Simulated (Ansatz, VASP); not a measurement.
**Two plane-wave programs on Bi**

```xyz
2
Lattice="3.5345 -3.1738 0.0000 3.5345 3.1738 0.0000 -1.2768 0.0000 3.1545" Properties=species:S:1:pos:R:3 pbc="T T T"
Bi    4.2287    0.0000    2.7046
Bi    1.5635    0.0000    0.4499
```

Alike in both runs: task single point; functional r2SCAN; k mesh 6 × 6 × 9; occupations fermi-dirac, width 0.05 eV; no spin polarisation.

|  | VASP | Ansatz |
| --- | --- | --- |
| version | VASP 6.6.1 | Ansatz 0.2.0 |
| potentials or method | VASP PAW PBE potentials, release 64 (Bi_d) | Ansatz PAW |
| plane-wave cutoff (eV) | 520 | 500 |
| valence electrons in the cell | 30 | 30 |

Ansatz gave:

| Item | Value |
| --- | --- |
| gap on the k mesh at the Fermi level (eV) | none |
| pressure (GPa) | -2.6 |
| traceless stress, the component that is largest in VASP (GPa) | -0.59 |
| rms of the force components (eV/Å) | 0.116 |

Task: What did VASP give for the same quantities?

Result: gap on the k mesh at the Fermi level (eV): none; pressure (GPa): -2.6; traceless stress, the component that is largest in VASP (GPa): -0.59; rms of the force components (eV/Å): 0.114.

VASP's potentials were made for PBE, not for r2SCAN. Atom by atom the forces differ by 0.001 eV/Å (rms over components). A gap of «none» marks a metal or a gap that the smearing closes. The functional is the same, so the differences come from potentials, cutoffs and numerics.

Neither program's run includes spin-orbit coupling.
